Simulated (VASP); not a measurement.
Runs of VASP 6.6.1 on BaTiO3 (Barioperovskite). It takes space group Amm2 (No. 38, orthorhombic). Conventional cell: a = 3.986 Å, b = 5.674 Å, c = 5.690 Å, α = 90.00°, β = 90.00°, γ = 90.00°. Within 3.7 Å of Ba (site symmetry mm2) lie 12 O at 2.77 to 2.92 Å and 8 Ti at 3.42 to 3.53 Å. Ti (site symmetry mm2) has 6 O at 1.93 to 2.09 Å within 2.6 Å. O (site symmetry mm2) has 2 Ti at 2.00 Å within 2.6 Å. Within 2.6 Å of O (site symmetry m) lie 2 Ti at 1.93 to 2.09 Å. 

| U | gap on the mesh (eV) | pressure (GPa) | largest force (eV/Å) |
| --- | --- | --- | --- |
| Ti d U = 6.0 eV | 3.04 | (d) | 0.79 |
| Ti d U = 2.0 eV | 2.48 | 2.7 | (c) |
| Ti d U = 4.0 eV | 2.75 | 4.4 | 0.47 |
| Ti d U = 8.0 eV | (a) | (b) | 1.11 |

Alike in all rows: task single point; level r2SCAN+U; potentials or basis VASP PAW PBE potentials, release 64 (Ba_sv, Ti_sv, O); no spin polarisation; cell as given; k mesh 4 × 4 × 4; cutoff (eV) 520; smearing fermi-dirac 0.05 eV.

Q: Estimate the missing entries.

A: (a) 3.35; (b) 7.9; (c) 0.25; (d) 6.1.

Caveats: the PAW data sets were made with another functional, which shifts forces and pressure a little; spin-orbit coupling is left out, which moves the levels of the heavy elements.

A k mesh can miss the band edges, and the runs leave out spin-orbit coupling on Ba.
